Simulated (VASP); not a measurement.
# AlCo (CsCl type) (Pm-3m) in VASP: a series of runs

Runs on AlCo (CsCl type). Level: PBE. Tasks: single point.

All numbers are computed with VASP 6.6.1; they aren't measurements. Logs are shortened: lines on timing, memory, paths and dates and some standing lists are left out, and cuts for length are marked.

## Step 1: The cell of the first run

Symmetry: Pm-3m, No. 221, cubic system. Conventional cell: a = 2.853 Å, b = 2.853 Å, c = 2.853 Å, α = 90.00°, β = 90.00°, γ = 90.00°. Co (site symmetry m-3m) has 8 Al at 2.47 Å and 6 Co at 2.85 Å within 3.3 Å. Al (site symmetry m-3m) has 8 Co at 2.47 Å and 6 Al at 2.85 Å within 3.3 Å.

## Step 2: Single point, PBE

Contents of INCAR:

```
PREC = Accurate ; ENCUT = 520
EDIFF = 1E-6 ; ISMEAR = -1
SIGMA = 0.1 ; LREAL = F
LASPH = T ; NELM = 60
ALGO = Normal ; ISIF = 2
LWAVE = F ; LCHARG = T
GGA = PE ; LELF = T
LVHAR = T ; NBANDS = 20
```

Contents of KPOINTS:

```
regular mesh
0
Gamma
  13 9 9
```

Contents of POSCAR:

```
AlCo
1.0
    0.0000000000      0.0000000000      2.8528193275
    2.8528193275     -2.8528193275      0.0000000000
    2.8528193275      2.8528193275      0.0000000000
Co Al
2 2
Direct
    0.0000000000      0.0000000000      0.0000000000
    0.0000000000      0.5000000000      0.5000000000
    0.5000000000      0.5000000000      0.0000000000
    0.5000000000      0.0000000000      0.5000000000
```

Potentials or basis: VASP PAW PBE potentials, release 64 (Co, Al).

Launch:

```console
$ cat potpaw_PBE.64/Co/POTCAR potpaw_PBE.64/Al/POTCAR > POTCAR
$ mpirun -np 1 vasp_std > vasp.out
```

OUTCAR:

```text
PREC = Accurate
   ENCUT = 520
   EDIFF = 1E-6
   ISMEAR = -1
   LREAL = F
   LASPH = T
   NELM = 60
   ISIF = 2
   GGA = PE

 ion  position               nearest neighbor table
   1  0.000  0.000  0.000-   3 2.47   4 2.47   4 2.47   3 2.47   3 2.47   4 2.47   4 2.47   3 2.47
                             2 2.85   2 2.85   2 2.85   2 2.85
   2  0.000  0.500  0.500-   3 2.47   4 2.47   3 2.47   4 2.47   3 2.47   4 2.47   3 2.47   4 2.47
                             1 2.85   1 2.85   1 2.85   1 2.85
   3  0.500  0.500  0.000-   1 2.47   2 2.47   2 2.47   1 2.47   1 2.47   2 2.47   2 2.47   1 2.47
                             4 2.85   4 2.85   4 2.85   4 2.85
   4  0.500  0.000  0.500-   1 2.47   2 2.47   1 2.47   2 2.47   1 2.47   2 2.47   1 2.47   2 2.47
                             3 2.85   3 2.85   3 2.85   3 2.85

  LATTYP: Found a simple tetragonal cell.
 ALAT       =     4.0344957840
 C/A-ratio  =     0.7071067812

  Lattice vectors:

 A1 = (   2.8528193275,  -2.8528193275,   0.0000000000)
 A2 = (   2.8528193275,   2.8528193275,   0.0000000000)
 A3 = (   0.0000000000,   0.0000000000,   2.8528193275)

Analysis of symmetry for initial positions (statically):
=====================================================================
 Subroutine PRICEL returns following result:

  LATTYP: Found a simple cubic cell.
 ALAT       =     2.8528193275

  Lattice vectors:

 A1 = (   0.0000000000,   0.0000000000,   2.8528193275)
 A2 = (   0.0000000000,  -2.8528193275,   0.0000000000)
 A3 = (   2.8528193275,   0.0000000000,   0.0000000000)

   2 primitive cells build up your supercell.

 Routine SETGRP: Setting up the symmetry group for a
 simple tetragonal supercell.

 Subroutine GETGRP returns: Found 16 space group operations
 (whereof 16 operations were pure point group operations)
 out of a pool of 16 trial point group operations.

The static configuration has the point symmetry D_4h.

Analysis of symmetry for dynamics (positions and initial velocities):
=====================================================================
 Subroutine PRICEL returns following result:

  LATTYP: Found a simple cubic cell.
 ALAT       =     2.8528193275

  Lattice vectors:

 A1 = (   0.0000000000,   0.0000000000,   2.8528193275)
 A2 = (   0.0000000000,  -2.8528193275,   0.0000000000)
 A3 = (   2.8528193275,   0.0000000000,   0.0000000000)

   2 primitive cells build up your supercell.

 Routine SETGRP: Setting up the symmetry group for a
 simple tetragonal supercell.

 Subroutine GETGRP returns: Found 16 space group operations
 (whereof 16 operations were pure point group operations)
 out of a pool of 16 trial point group operations.

The dynamic configuration has the point symmetry D_4h.

 Subroutine INISYM returns: Found 16 space group operations
 (whereof 16 operations are pure point group operations),
 and found     2 'primitive' translations

----------------------------------------------------------------------------------------

                                     Primitive cell

  volume of cell :      23.2179

  direct lattice vectors                    reciprocal lattice vectors
     0.000000000  0.000000000  2.852819327     0.000000000  0.000000000  0.350530435
     0.000000000 -2.852819327  0.000000000     0.000000000 -0.350530435  0.000000000
     2.852819327  0.000000000  0.000000000     0.350530435  0.000000000  0.000000000

  length of vectors
     2.852819327  2.852819327  2.852819327     0.350530435  0.350530435  0.350530435

  position of ions in fractional coordinates (direct lattice)
     0.000000000  0.000000000  0.000000000
     0.500000000  0.500000000  0.500000000

  ion indices of the primitive-cell ions
   primitive index   ion index
                 1           1
                 2           3

----------------------------------------------------------------------------------------

 KPOINTS: regular mesh

Automatic generation of k-mesh.
 Grid dimensions read from file:
 generate k-points for:   13    9    9

 Generating k-lattice:

  Cartesian coordinates                     Fractional coordinates (reciprocal lattice)
     0.000000000  0.000000000  0.026963880     0.076923077  0.000000000  0.000000000
     0.019473913 -0.019473913  0.000000000     0.000000000  0.111111111  0.000000000
     0.019473913  0.019473913  0.000000000     0.000000000  0.000000000  0.111111111

  Length of vectors
     0.026963880  0.027540272  0.027540272

  Shift w.r.t. Gamma in fractional coordinates (k-lattice)
     0.000000000  0.000000000  0.000000000

 Subroutine IBZKPT returns following result:
 ===========================================

 Found    105 irreducible k-points:

 Following reciprocal coordinates:
            Coordinates               Weight
  0.000000  0.000000  0.000000      1.000000
  0.076923  0.000000  0.000000      2.000000
  0.153846  0.000000  0.000000      2.000000
  0.230769  0.000000  0.000000      2.000000
  0.307692  0.000000  0.000000      2.000000
  0.384615  0.000000  0.000000      2.000000
[... 16 lines left out ...]
  0.076923  0.333333  0.000000      8.000000
  0.153846  0.333333  0.000000      8.000000
 [... further k-points ...]
   k-points           NKPTS =    105   k-points in BZ     NKDIM =    105   number of bands    NBANDS=     20
   number of dos      NEDOS =    301   number of ions     NIONS =      4
   total plane-waves  NPLWV =  21600
   dimension x,y,z NGX =    24 NGY =   30 NGZ =   30
   dimension x,y,z NGXF=    48 NGYF=   60 NGZF=   60
   ions per type =               2   2
   NGX,Y,Z   is equivalent  to a cutoff of  13.99, 12.36, 12.36 a.u.
   NGXF,Y,Z  is equivalent  to a cutoff of  27.97, 24.72, 24.72 a.u.
 SYSTEM =  unknown system
   PREC   = accura    normal or accurate (medium, high low for compatibility)
   ISTART =      0    job   : 0-new  1-cont  2-samecut
   ICHARG =      2    charge: 1-file 2-atom 10-const
   ISPIN  =      1    spin polarized calculation?
   LNONCOLLINEAR =      F non collinear calculations
   LSORBIT =      F    spin-orbit coupling
   LASPH  =      T    aspherical Exc in radial PAW
   ENCUT  =  520.0 eV  38.22 Ry    6.18 a.u.   5.30  7.50  7.50*2*pi/ulx,y,z
   NELM   =     60;   NELMIN=  2; NELMDL= -5     # of ELM steps
   EDIFF  = 0.1E-05   stopping-criterion for ELM
   LREAL  =      F    real-space projection
   EDIFFG = 0.1E-04   stopping-criterion for IOM
   NSW    =      0    number of steps for IOM
   IBRION =     -1    ionic relax: 0-MD 1-quasi-New 2-CG
   NFREE  =      0    steps in history (QN), initial steepest desc. (CG)
   ISIF   =      2    stress and relaxation
   ISYM   =      2    0-nonsym 1-usesym 2-fastsym
   POTIM  = 0.5000    time-step for ionic-motion
   TEBEG  =    0.0;   TEEND  =   0.0 temperature during run
   PSTRESS=    0.0 pullay stress
   NELECT =      24.0000    total number of electrons
   NUPDOWN=      -1.0000    fix difference up-down
   EMIN   =  10.00;   EMAX   =-10.00  energy-range for DOS
   EFERMI =   0.00;   METHOD = LEGACY
   ISMEAR =    -1;   SIGMA  =   0.10  broadening in eV -4-tet -1-fermi 0-gaus
   EFERMI_NEDOS =   21; number of points for ismear=-14 and -15
   IALGO  =     38    algorithm
   IMIX   =      4    mixing-type and parameters
     AMIX     =   0.40;   BMIX     =  1.00
     AMIX_MAG =   1.60;   BMIX_MAG =  1.00
  volume/ion in A,a.u.               =      11.61        78.34
  Fermi-wavevector in a.u.,A,eV,Ry     =   1.313795  2.482713 23.484440  1.726058
  Thomas-Fermi vector in A             =   2.444093
   LORBIT       =      0    0 simple, 1 ext, 2 COOP (PROOUT), +10 PAW based schemes
   GGA     = PE    functional components
   LHFCALC =     F    Hartree Fock is set to
   AEXX    =    0.0000 exact exchange contribution
   IVDW    =     0    specifies the selected vdW correction
   LEPSILON=     F    determine dielectric tensor
   LRPA    =     F    only Hartree local field effects (RPA)
 non-spin polarized calculation
  energy-cutoff  :      520.00
  volume of cell :       46.44
 maximum number of plane-waves:      1275
 NGX is ok and might be reduce to    24
   NGX = 11   NGY = 15   NGZ = 15

 number of electron      23.9999995 magnetization

 Free energy of the ion-electron system (eV)
  ---------------------------------------------------
  ext. energy  EPLUGINS =         0.00000000
  ---------------------------------------------------
  free energy    TOTEN  =       -24.00633579 eV

  energy without entropy =      -23.94802899  energy(sigma->0) =      -23.97718239

 E-fermi :  10.4851     XC(G=0): -12.2507

 val. band max:       10.4824307743   @ k =   0.0769   0.1111   0.1111
 cond. band min:      10.5081480281   @ k =   0.4615   0.4444   0.3333
 fundamental gap:      0.0257172538
 Fermi energy:        10.4851014574

 k-point     1 :       0.0000    0.0000    0.0000
  band No.  band energies     occupation
      1      -0.5193      2.00000
      2       5.2957      2.00000
      3       7.4917      2.00000
      4       7.5885      2.00000
      5       7.5895      2.00000
      6       7.8631      2.00000
[... 12 lines left out ...]
     19      19.2568      0.00000
     20      19.2570      0.00000

 k-point     2 :       0.0769    0.0000    0.0000
  band No.  band energies     occupation
      1      -0.4074      2.00000
      2       5.3581      2.00000
      3       7.5779      2.00000
      4       7.6090      2.00000
      5       7.6195      2.00000
      6       7.6951      2.00000
[... 12 lines left out ...]
     19      19.2429      0.00000
     20      20.2066      0.00000

 k-point     3 :       0.1538    0.0000    0.0000
  band No.  band energies     occupation
      1      -0.0738      2.00000
      2       5.5372      2.00000
      3       7.3869      2.00000
      4       7.3869      2.00000
      5       7.5049      2.00000
      6       7.7068      2.00000
[... 12 lines left out ...]
     19      19.2016      0.00000
     20      20.7391      0.00000

 k-point     4 :       0.2308    0.0000    0.0000
  band No.  band energies     occupation
      1       0.4746      2.00000
      2       5.8074      2.00000
      3       7.0952      2.00000
      4       7.0952      2.00000
      5       7.2471      2.00000
      6       7.8338      2.00000
[... 429 lines left out ...]
 k-point    23 :       0.0769    0.3333    0.0000
  band No.  band energies     occupation
      1       0.6227      2.00000
      2       3.4162      2.00000
      3       7.0016      2.00000
      4       7.6375      2.00000
      5       7.6898      2.00000
      6       7.7125      2.00000
[... 12 lines left out ...]
     19      19.8292      0.00000
     20      21.5016      0.00000

 k-point    24 :       0.1538    0.3333    0.0000
  band No.  band energies     occupation
      1       0.9429      2.00000
      2       3.6748      2.00000
      3       7.1671      2.00000
      4       7.5750      2.00000
      5       7.7136      2.00000
      6       7.7358      2.00000
[... 12 lines left out ...]
     19      17.9851      0.00000
     20      22.7784      0.00000

 [... further k-points ...]
[... 5 lines left out ...]
  --------------------------------------------------------------------------------------
  -------------------------------------------------------------------------------------
  Total       -0.0104780     -0.0104780      0.0067136      0.0000000     -0.0000000      0.0000000
  in kB       -0.3615245     -0.3615245      0.2316390      0.0000000     -0.0000000      0.0000000
  external PRESSURE =      -0.1638033 kB  Pullay stress =       0.0000000 kB

 VOLUME and BASIS-vectors are now :
 -----------------------------------------------------------------------------
  energy-cutoff  :      520.00
  volume of cell :       46.44
      direct lattice vectors                 reciprocal lattice vectors
     0.000000000  0.000000000  2.852819327     0.000000000  0.000000000  0.350530435
     2.852819327 -2.852819327  0.000000000     0.175265218 -0.175265218  0.000000000
     2.852819327  2.852819327  0.000000000     0.175265218  0.175265218  0.000000000

 POSITION                                       TOTAL-FORCE (eV/Angst)
 -----------------------------------------------------------------------------------
      0.00000      0.00000      0.00000         0.000000      0.000000      0.000000
      2.85282      0.00000      0.00000         0.000000      0.000000      0.000000
      1.42641     -1.42641      1.42641        -0.000000     -0.000000      0.000000
      1.42641      1.42641      1.42641        -0.000000     -0.000000      0.000000
 -----------------------------------------------------------------------------------
    total drift:                                0.000000      0.000000      0.000000

  FREE ENERGIE OF THE ION-ELECTRON SYSTEM (eV)
  ---------------------------------------------------
  free  energy   TOTEN  =       -24.0063357910 eV

  energy  without entropy=      -23.9480289912  energy(sigma->0) =      -23.97718239
```

It took 80 s on 1 thread of Intel Xeon 8259CL, shared host; peak memory 0.22 GiB.

Results:

* Free energy: -24.0063 eV
* Pressure: 0.0 GPa
* Band gap on the k mesh: zero (bands 12 and 13 overlap by 1.01 eV)

Levels at points of the mesh, in eV from the Fermi level:
```
           k point  band 8  band 9  band 10  band 11  band 12  band 13  band 14  band 15  band 16  band 17
(0.00, 0.00, 0.00)   -1.45   -1.45    -0.79    -0.79    -0.79    -0.19     2.46     3.48     6.00     6.00
```

Caveat: the run has no spin polarisation, though such a crystal can be magnetic.

## Step 3: Single point, PBE

Contents of INCAR:

```
SYSTEM = AlCo
PREC = Accurate
ENCUT = 520
EDIFF = 1E-7
ISMEAR = -1
SIGMA = 0.1
LREAL = .FALSE.
LASPH = .TRUE.
NELM = 100
ALGO = Normal
ISIF = 2
LWAVE = .FALSE.
LCHARG = .TRUE.
GGA = PE
LELF = .TRUE.
LVHAR = .TRUE.
NBANDS = 20
```

Contents of KPOINTS:

```
Automatic mesh
0
G
  13 9 9
  0 0 0
```

POSCAR is that of step 2.

Potentials or basis: VASP PAW PBE potentials, release 64 (Co, Al).

Launch:

```console
$ cat potpaw_PBE.64/Co/POTCAR potpaw_PBE.64/Al/POTCAR > POTCAR
$ mpirun -np 1 vasp_std > vasp.out
```

It took 2 min on 1 thread of Intel Xeon 8259CL, shared host; peak memory 0.22 GiB.

The run converged. Its results:

| Quantity | Value |
| --- | --- |
| Free energy | -24.0063 eV |
| Pressure | -0.1 GPa |
| Band gap on the k mesh | zero (bands 12 and 13 overlap by 1.01 eV) |

Levels at points of the mesh, in eV from the Fermi level:
```
           k point  band 8  band 9  band 10  band 11  band 12  band 13  band 14  band 15  band 16  band 17
(0.00, 0.00, 0.00)   -1.45   -1.45    -0.79    -0.79    -0.79    -0.19     2.46     3.48     6.00     6.00
```

Caveat: the run has no spin polarisation, though such a crystal can be magnetic. Spin polarisation is off, so any magnetic state and its effect on volume and gap are missing.

The gap in the log of VASP goes by the Fermi energy; the results here count the filled bands.